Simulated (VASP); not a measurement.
Set up this calculation in VASP 6.6.1, as the native input.

| Item | Value |
| --- | --- |
| Task | single point |
| Functional | PBE |
| Potentials or basis | VASP PAW PBE potentials, release 64 (Ga_d, Ru_pv, Pt) |
| Cutoff | 520 eV |
| k mesh | 10 × 10 × 10 |
| Occupations | gaussian, width 0.1 eV |
| Spin | no spin polarisation |
| Dipole correction | no |
| Further INCAR settings | ALGO = Fast; EDIFF = 1e-06; NBANDS = 47 |

The structure of Ga4RuPt lies in POSCAR:

```
Ga4RuPt
1.0
    0.0000000000      3.5886751280      3.5886751280
    3.5886751280      0.0000000000      3.5886751280
    3.5886751280      3.5886751280      0.0000000000
Ga Ru Pt
4 1 1
Direct
    0.6250113834      0.6250113834      0.1249658497
    0.6250113834      0.1249658497      0.6250113834
    0.1249658497      0.6250113834      0.6250113834
    0.6250113834      0.6250113834      0.6250113834
    0.0000000000      0.0000000000      0.0000000000
    0.2500000000      0.2500000000      0.2500000000
```

The cell was generated, and may not be a known phase.

These files were run (other wordings do the same):

INCAR

```
ALGO = Fast
EDIFF = 1E-6
ENCUT = 520
GGA = PE
ISIF = 2
ISMEAR = 0
LASPH = True
LCHARG = False
LREAL = False
LWAVE = False
NBANDS = 47
NELM = 100
PREC = Accurate
SIGMA = 0.1
```

KPOINTS

```
k-points
0
Gamma
  10 10 10
```

Potentials or basis: VASP PAW PBE potentials, release 64 (Ga_d, Ru_pv, Pt).

Command:

```console
$ cat potpaw_PBE.64/Ga_d/POTCAR potpaw_PBE.64/Ru_pv/POTCAR potpaw_PBE.64/Pt/POTCAR > POTCAR
$ mpirun -np 1 vasp_std > vasp.out
```

It gave:

```json
{
  "Pressure": "0.2 GPa",
  "Band gap on the k mesh": "zero (bands 38 and 39 overlap by 0.57 eV)"
}
```

Caveat: spin-orbit coupling is left out, which moves the levels of the heavy elements.

Wall time 8 min on 1 thread of AMD EPYC 7R43 64-Core Processor (Zen 3) (shared host), peak memory 0.33 GiB.
